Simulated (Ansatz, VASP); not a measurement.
## ZnMo3: VASP beside Ansatz

```
CELL_PARAMETERS angstrom
5.62356 0.00000 0.00000
-2.81178 4.87015 0.00000
0.00000 0.00000 4.51378
ATOMIC_POSITIONS crystal
Zn 0.33333 0.66667 0.25000
Zn 0.66667 0.33333 0.75000
Mo 0.83300 0.66600 0.25000
Mo 0.16700 0.83300 0.75000
Mo 0.33400 0.16700 0.25000
Mo 0.16700 0.33400 0.75000
Mo 0.83300 0.16700 0.25000
Mo 0.66600 0.83300 0.75000
```

Alike in both runs: task relaxation of cell and atoms; functional PBE; k mesh 6 × 6 × 4; occupations gaussian, width 0.1 eV; no spin polarisation.

|  | VASP | Ansatz |
| --- | --- | --- |
| version | VASP 6.6.1 | Ansatz 0.2.0 |
| potentials or method | VASP PAW PBE potentials, release 64 (Zn, Mo_sv), cutoff 600 eV | scalar-relativistic, plane waves, PAW |
| valence electrons in the cell | 108 | 108 |

Ansatz gave:

| Quantity | Value |
| --- | --- |
| gap on the k mesh at the Fermi level, each at its own relaxed structure (eV) | none |
| relaxed volume (Å³/atom) | 15.42 |
| relaxed cell length with the largest relative difference (Å) | 4.582 |

Question: Which values does VASP return?

Answer: gap on the k mesh at the Fermi level, each at its own relaxed structure (eV): none; relaxed volume (Å³/atom): 15.44; relaxed cell length with the largest relative difference (Å): 4.586.

A gap of «none» marks a metal or a gap that the smearing closes.
